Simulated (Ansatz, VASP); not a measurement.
## F in VASP and in Ansatz

```
F
1.0
     9.00000    0.00000    0.00000
     0.00000    9.50000    0.00000
     0.00000    0.00000   10.00000
F
2
Direct
  0.50000 0.50000 0.43011
  0.50000 0.50000 0.56989
```

Alike in both runs: functional PBEsol; k mesh 1 × 1 × 1; occupations gaussian, width 0.05 eV; no spin polarisation.

Ansatz relaxed the structure, and its values are those at the end. VASP's run is a single point on that final structure, the one shown.

|  | VASP | Ansatz |
| --- | --- | --- |
| version | VASP 6.6.1 | Ansatz 0.2.0 |
| potentials or method | VASP PAW PBE potentials, release 64 (F), cutoff 520 eV | plane waves, PAW |
| valence electrons in the cell | 14 | 14 |

|  | VASP | Ansatz | Ansatz less VASP |
| --- | --- | --- | --- |
| rms of the force components (eV/Å) | 0.259 | 0.008 | -0.2511 |

VASP's potentials were made for PBE, not for PBEsol. One of these differences is far larger than is usual between the two programs; its cause wasn't traced. The functional is the same, so the differences come from potentials, cutoffs and numerics. Ansatz's warnings: stress scf threshold loose.
